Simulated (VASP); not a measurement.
# AlFe3B in VASP: a series of runs

Runs on AlFe3B. Level: PBEsol. Tasks: single point.

All numbers are computed with VASP 6.6.1; they aren't measurements. Logs are shortened: lines on timing, memory, paths and dates and some standing lists are left out, and cuts for length are marked.

## 1. The cell of the first run

It takes space group P4/mmm (No. 123, tetragonal). Conventional cell: a = 3.669 Å, b = 3.669 Å, c = 3.822 Å, α = 90.00°, β = 90.00°, γ = 90.00°. Within 2.7 Å of Fe (site symmetry 4/mmm) lie 2 B at 1.91 Å and 4 Al at 2.59 Å and 8 Fe at 2.65 Å. Fe (site symmetry mmm) has 2 B at 1.83 Å within 2.4 Å. Al (site symmetry 4/mmm) has 12 Fe at 2.59 to 2.65 Å and 8 B at 3.22 Å within 3.4 Å. Within 2.4 Å of B (site symmetry 4/mmm) lie 6 Fe at 1.83 to 1.91 Å.

## 2. Single point, PBEsol, collinear spin, ferromagnetic start

File INCAR:

```
SYSTEM = AlFe3B
ALGO     = Normal         ! electronic algorithm
EDIFF    = 1E-6           ! SCF threshold, eV
ENCUT    = 690            ! plane-wave cutoff, eV
GGA      = PS             ! functional
GGA_COMPAT= .False.      
ISIF     = 2              ! what is computed and relaxed
ISMEAR   = -1             ! smearing method
ISPIN    = 2              ! spin polarisation
LASPH    = .True.         ! aspherical terms in the spheres
LCHARG   = .False.        ! write CHGCAR
LMAXMIX  = 4              ! l up to which the mixer works
LORBIT   = 11             ! projections on sites
LREAL    = .False.        ! projectors in reciprocal space
LWAVE    = .False.        ! write WAVECAR
MAGMOM   = 3 3 3 0 0      ! initial moments
NBANDS   = 39             ! bands
NELM     = 200            ! most SCF steps
PREC     = Accurate       ! precision mode
SIGMA    = 0.05           ! smearing width, eV
```

File KPOINTS:

```
k-points
0
Gamma
  6 6 6
  0 0 0
```

File POSCAR:

```
AlFe3B
1.0
    3.6694291200      0.0000000000      0.0000000000
    0.0000000000      3.6694291200      0.0000000000
    0.0000000000      0.0000000000      3.8223220000
Fe Al B
3 1 1
Direct
    0.0000000000      0.0000000000      0.5000000000
    0.0000000000      0.5000000000      0.0000000000
    0.5000000000      0.0000000000      0.0000000000
    0.5000000000      0.5000000000      0.5000000000
    0.0000000000      0.0000000000      0.0000000000
```

Potentials or basis: VASP PAW PBE potentials, release 64 (Fe_sv, Al, B).

On the command line:

```console
$ cat potpaw_PBE.64/Fe_sv/POTCAR potpaw_PBE.64/Al/POTCAR potpaw_PBE.64/B/POTCAR > POTCAR
$ mpirun -np 1 vasp_std > vasp.out
```

OUTCAR:

```text
SYSTEM = AlFe3B
   EDIFF = 1E-6
   ENCUT = 690
   GGA = PS
   ISIF = 2
   ISMEAR = -1
   ISPIN = 2
   LASPH = .True.
   LORBIT = 11
   LREAL = .False.
   NELM = 200
   PREC = Accurate

 ion  position               nearest neighbor table
   1  0.000  0.000  0.500-   5 1.91   5 1.91   4 2.59   4 2.59   4 2.59   4 2.59
   2  0.000  0.500  0.000-   5 1.83   5 1.83   4 2.65   4 2.65   4 2.65   4 2.65
   3  0.500  0.000  0.000-   5 1.83   5 1.83   4 2.65   4 2.65   4 2.65   4 2.65
   4  0.500  0.500  0.500-   1 2.59   1 2.59   1 2.59   1 2.59   3 2.65   2 2.65   3 2.65   3 2.65
                             3 2.65   2 2.65   2 2.65   2 2.65
   5  0.000  0.000  0.000-   2 1.83   3 1.83   2 1.83   3 1.83   1 1.91   1 1.91

  LATTYP: Found a simple tetragonal cell.
 ALAT       =     3.6694291200
 C/A-ratio  =     1.0416666667

  Lattice vectors:

 A1 = (   3.6694291200,   0.0000000000,   0.0000000000)
 A2 = (   0.0000000000,   3.6694291200,   0.0000000000)
 A3 = (   0.0000000000,   0.0000000000,   3.8223220000)

Analysis of symmetry for initial positions (statically):
=====================================================================
 Subroutine PRICEL returns:
 Original cell was already a primitive cell.

 Routine SETGRP: Setting up the symmetry group for a
 simple tetragonal supercell.

 Subroutine GETGRP returns: Found 16 space group operations
 (whereof 16 operations were pure point group operations)
 out of a pool of 16 trial point group operations.

The static configuration has the point symmetry D_4h.

Analysis of symmetry for dynamics (positions and initial velocities):
=====================================================================
 Subroutine PRICEL returns:
 Original cell was already a primitive cell.

 Routine SETGRP: Setting up the symmetry group for a
 simple tetragonal supercell.

 Subroutine GETGRP returns: Found 16 space group operations
 (whereof 16 operations were pure point group operations)
 out of a pool of 16 trial point group operations.

The dynamic configuration has the point symmetry D_4h.

Analysis of structural, dynamic, and magnetic symmetry:
=====================================================================
 Subroutine PRICEL returns:
 Original cell was already a primitive cell.

 Routine SETGRP: Setting up the symmetry group for a
 simple tetragonal supercell.

 Subroutine GETGRP returns: Found 16 space group operations
 (whereof 16 operations were pure point group operations)
 out of a pool of 16 trial point group operations.

The overall configuration has the point symmetry D_4h.

 Subroutine INISYM returns: Found 16 space group operations
 (whereof 16 operations are pure point group operations),
 and found     1 'primitive' translations

----------------------------------------------------------------------------------------

                                     Primitive cell

  volume of cell :      51.4665

  direct lattice vectors                    reciprocal lattice vectors
     3.669429120  0.000000000  0.000000000     0.272521956  0.000000000  0.000000000
     0.000000000  3.669429120  0.000000000     0.000000000  0.272521956  0.000000000
     0.000000000  0.000000000  3.822322000     0.000000000  0.000000000  0.261621077

  length of vectors
     3.669429120  3.669429120  3.822322000     0.272521956  0.272521956  0.261621077

  position of ions in fractional coordinates (direct lattice)
     0.000000000  0.000000000  0.500000000
     0.000000000  0.500000000  0.000000000
     0.500000000  0.000000000  0.000000000
     0.500000000  0.500000000  0.500000000
     0.000000000  0.000000000  0.000000000

  ion indices of the primitive-cell ions
   primitive index   ion index
                 1           1
                 2           2
                 3           3
                 4           4
                 5           5

----------------------------------------------------------------------------------------

 KPOINTS: k-points

Automatic generation of k-mesh.
 Grid dimensions read from file:
 generate k-points for:    6    6    6

 Generating k-lattice:

  Cartesian coordinates                     Fractional coordinates (reciprocal lattice)
     0.045420326  0.000000000  0.000000000     0.166666667  0.000000000  0.000000000
     0.000000000  0.045420326  0.000000000     0.000000000  0.166666667  0.000000000
     0.000000000  0.000000000  0.043603513     0.000000000  0.000000000  0.166666667

  Length of vectors
     0.045420326  0.045420326  0.043603513

  Shift w.r.t. Gamma in fractional coordinates (k-lattice)
     0.000000000  0.000000000  0.000000000

 Subroutine IBZKPT returns following result:
 ===========================================

 Found     40 irreducible k-points:

 Following reciprocal coordinates:
            Coordinates               Weight
  0.000000  0.000000  0.000000      1.000000
  0.166667  0.000000  0.000000      4.000000
  0.333333  0.000000  0.000000      4.000000
  0.500000  0.000000  0.000000      2.000000
  0.166667  0.166667  0.000000      4.000000
  0.333333  0.166667  0.000000      8.000000
[... 16 lines left out ...]
  0.333333  0.000000  0.333333      8.000000
  0.500000  0.000000  0.333333      4.000000
 [... further k-points ...]
   k-points           NKPTS =     40   k-points in BZ     NKDIM =     40   number of bands    NBANDS=     39
   number of dos      NEDOS =    301   number of ions     NIONS =      5
   total plane-waves  NPLWV =  36864
   dimension x,y,z NGX =    32 NGY =   32 NGZ =   36
   dimension x,y,z NGXF=    64 NGYF=   64 NGZF=   72
   ions per type =               3   1   1
   NGX,Y,Z   is equivalent  to a cutoff of  14.50, 14.50, 15.66 a.u.
   NGXF,Y,Z  is equivalent  to a cutoff of  29.00, 29.00, 31.32 a.u.
 SYSTEM =  AlFe3B
   PREC   = accura    normal or accurate (medium, high low for compatibility)
   ISTART =      0    job   : 0-new  1-cont  2-samecut
   ICHARG =      2    charge: 1-file 2-atom 10-const
   ISPIN  =      2    spin polarized calculation?
   LNONCOLLINEAR =      F non collinear calculations
   LSORBIT =      F    spin-orbit coupling
   LASPH  =      T    aspherical Exc in radial PAW
   ENCUT  =  690.0 eV  50.71 Ry    7.12 a.u.   7.86  7.86  8.19*2*pi/ulx,y,z
   NELM   =    200;   NELMIN=  2; NELMDL= -5     # of ELM steps
   EDIFF  = 0.1E-05   stopping-criterion for ELM
   LREAL  =      F    real-space projection
   EDIFFG = 0.1E-04   stopping-criterion for IOM
   NSW    =      0    number of steps for IOM
   IBRION =     -1    ionic relax: 0-MD 1-quasi-New 2-CG
   NFREE  =      0    steps in history (QN), initial steepest desc. (CG)
   ISIF   =      2    stress and relaxation
   ISYM   =      2    0-nonsym 1-usesym 2-fastsym
   POTIM  = 0.5000    time-step for ionic-motion
   TEBEG  =    0.0;   TEEND  =   0.0 temperature during run
   PSTRESS=    0.0 pullay stress
   NELECT =      54.0000    total number of electrons
   NUPDOWN=      -1.0000    fix difference up-down
   EMIN   =  10.00;   EMAX   =-10.00  energy-range for DOS
   EFERMI =   0.00;   METHOD = LEGACY
   ISMEAR =    -1;   SIGMA  =   0.05  broadening in eV -4-tet -1-fermi 0-gaus
   EFERMI_NEDOS =   21; number of points for ismear=-14 and -15
   IALGO  =     38    algorithm
   IMIX   =      4    mixing-type and parameters
     AMIX     =   0.40;   BMIX     =  1.00
     AMIX_MAG =   1.60;   BMIX_MAG =  1.00
  volume/ion in A,a.u.               =      10.29        69.46
  Fermi-wavevector in a.u.,A,eV,Ry     =   1.663533  3.143621 37.651958  2.767341
  Thomas-Fermi vector in A             =   2.750233
   LORBIT       =     11    0 simple, 1 ext, 2 COOP (PROOUT), +10 PAW based schemes
   GGA     = PS    functional components
   LHFCALC =     F    Hartree Fock is set to
   AEXX    =    0.0000 exact exchange contribution
   IVDW    =     0    specifies the selected vdW correction
   LEPSILON=     F    determine dielectric tensor
   LRPA    =     F    only Hartree local field effects (RPA)
 spin polarized calculation
  energy-cutoff  :      690.00
  volume of cell :       51.47
 maximum number of plane-waves:      2136
 NGX is ok and might be reduce to    32
   NGX = 15   NGY = 15   NGZ = 17

 number of electron      53.9999924 magnetization       3.8686780

 Free energy of the ion-electron system (eV)
  ---------------------------------------------------
  ext. energy  EPLUGINS =         0.00000000
  ---------------------------------------------------
  free energy    TOTEN  =       -38.99292350 eV

  energy without entropy =      -38.95947568  energy(sigma->0) =      -38.97619959

 E-fermi :  11.3738     XC(G=0): -13.1889

 val. band max:       11.3728329658   @ k =   0.3333   0.0000   0.1667
 cond. band min:      11.3746296269   @ k =   0.1667   0.0000   0.1667
 fundamental gap:      0.0017966610
 Fermi energy:        11.3737997489

 spin component 1

 k-point     1 :       0.0000    0.0000    0.0000
  band No.  band energies     occupation
      1     -75.9936      1.00000
      2     -75.9506      1.00000
      3     -75.9133      1.00000
      4     -42.2842      1.00000
      5     -42.2784      1.00000
      6     -42.2784      1.00000
[... 997 lines left out ...]
     38      20.1960      0.00000
     39      20.6622      0.00000

 [... further k-points ...]

 spin component 2

 k-point     1 :       0.0000    0.0000    0.0000
  band No.  band energies     occupation
      1     -74.4177      1.00000
      2     -74.3729      1.00000
      3     -74.3171      1.00000
      4     -40.9549      1.00000
      5     -40.9549      1.00000
      6     -40.8189      1.00000
[... 997 lines left out ...]
     38      20.4205      0.00000
     39      21.0487      0.00000

 [... further k-points ...]

------------------------ aborting loop because EDIFF is reached ----------------------------------------

  FORCE on cell =-STRESS in cart. coord.  units (eV):
  Direction    XX          YY          ZZ          XY          YZ          ZX
  --------------------------------------------------------------------------------------
  -------------------------------------------------------------------------------------
  Total        4.5950291      4.5950291     -0.6902154      0.0000000     -0.0000000      0.0000000
  in kB      143.0456227    143.0456227    -21.4867615      0.0000000     -0.0000000      0.0000000
  external PRESSURE =      88.2014946 kB  Pullay stress =       0.0000000 kB

 VOLUME and BASIS-vectors are now :
 -----------------------------------------------------------------------------
  energy-cutoff  :      690.00
  volume of cell :       51.47
      direct lattice vectors                 reciprocal lattice vectors
     3.669429120  0.000000000  0.000000000     0.272521956  0.000000000  0.000000000
     0.000000000  3.669429120  0.000000000     0.000000000  0.272521956  0.000000000
     0.000000000  0.000000000  3.822322000     0.000000000  0.000000000  0.261621077

 POSITION                                       TOTAL-FORCE (eV/Angst)
 -----------------------------------------------------------------------------------
      0.00000      0.00000      1.91116         0.000000      0.000000      0.000000
      0.00000      1.83471      0.00000         0.000000      0.000000      0.000000
      1.83471      0.00000      0.00000         0.000000      0.000000      0.000000
      1.83471      1.83471      1.91116         0.000000      0.000000      0.000000
      0.00000      0.00000      0.00000         0.000000      0.000000      0.000000
 -----------------------------------------------------------------------------------
    total drift:                                0.000000      0.000000     -0.000000

  FREE ENERGIE OF THE ION-ELECTRON SYSTEM (eV)
  ---------------------------------------------------
  free  energy   TOTEN  =       -38.9929234961 eV

  energy  without entropy=      -38.9594756750  energy(sigma->0) =      -38.97619959

 total charge

# of ion       s       p       d       tot
------------------------------------------
    1        2.173   6.052   5.624  13.849
    2        2.183   6.063   5.635  13.882
    3        2.183   6.063   5.635  13.882
    4        0.390   0.380   0.000   0.770
    5        0.840   1.406   0.000   2.246
--------------------------------------------------
tot          7.769  19.965  16.894  44.628

 magnetization (x)

# of ion       s       p       d       tot
------------------------------------------
    1        0.001  -0.001   1.356   1.356
    2        0.000  -0.001   1.337   1.336
    3        0.000  -0.001   1.337   1.336
    4       -0.015  -0.041   0.000  -0.056
    5       -0.017  -0.092   0.000  -0.109
--------------------------------------------------
tot         -0.030  -0.135   4.029   3.864
```

Run time: 8 min. Hardware: 1 thread of AMD EPYC, shared host; peak memory 0.3 GiB.

What came out:

```
Free energy                                           : -38.9929 eV
Pressure                                              : 8.8 GPa
Net moment                                            : 3.87 μB per cell
Site moments                                          : Fe +1.36, +1.34 (each value once); Al -0.06; B -0.11 μB
Valence electrons inside the program's atomic spheres : Fe 13.85, 13.88 (each value once); Al 0.77; B 2.25
```

Caveat: the stress differs along the axes, from -2 to 14 GPa; the PAW data sets were made with another functional, which shifts forces and pressure a little.

## 3. Single point, PBEsol, collinear spin, zero start

This run uses another cell than the first one, of 11.17 Å³/atom.

File INCAR:

```
PREC = Accurate
ENCUT = 520
EDIFF = 1E-6
ISMEAR = -1
SIGMA = 0.05
LREAL = F
LASPH = T
NELM = 150
ALGO = Normal
ISIF = 2
LWAVE = F
LCHARG = T
ISPIN = 2
MAGMOM = 0 0 0 0 0
LORBIT = 11
NUPDOWN = 0.0
LMAXMIX = 4
GGA = PS
LELF = T
LVHAR = T
NBANDS = 27
```

File KPOINTS:

```
regular mesh
0
Gamma
  6 6 6
```

Changes to POSCAR since step 2:

```diff
@@ -2,4 +2,4 @@
 1.0
-    3.6694291200      0.0000000000      0.0000000000
-    0.0000000000      3.6694291200      0.0000000000
+    3.8223220000      0.0000000000      0.0000000000
+    0.0000000000      3.8223220000      0.0000000000
     0.0000000000      0.0000000000      3.8223220000
```

Potentials or basis: VASP PAW PBE potentials, release 64 (Fe, Al, B).

On the command line:

```console
$ cat potpaw_PBE.64/Fe/POTCAR potpaw_PBE.64/Al/POTCAR potpaw_PBE.64/B/POTCAR > POTCAR
$ mpirun -np 1 vasp_std > vasp.out
```

Wall time 1.9 min (1 thread of Intel Xeon Platinum 8259CL at 2.50GHz (Skylake/Cascade Lake), shared host); peak memory 0.2 GiB.

The run converged. Its results:

```
Free energy                                           : -38.2481 eV
Pressure                                              : -12.5 GPa
Net moment                                            : 0.00 μB per cell
Valence electrons inside the program's atomic spheres : Fe 7.47; Al 0.73; B 2.11
```

Caveat: the cell stands under tension; the PAW data sets were made with another functional, which shifts forces and pressure a little; the total moment is fixed, so each spin has its own Fermi level.

(Continued in part 2 of 2.)
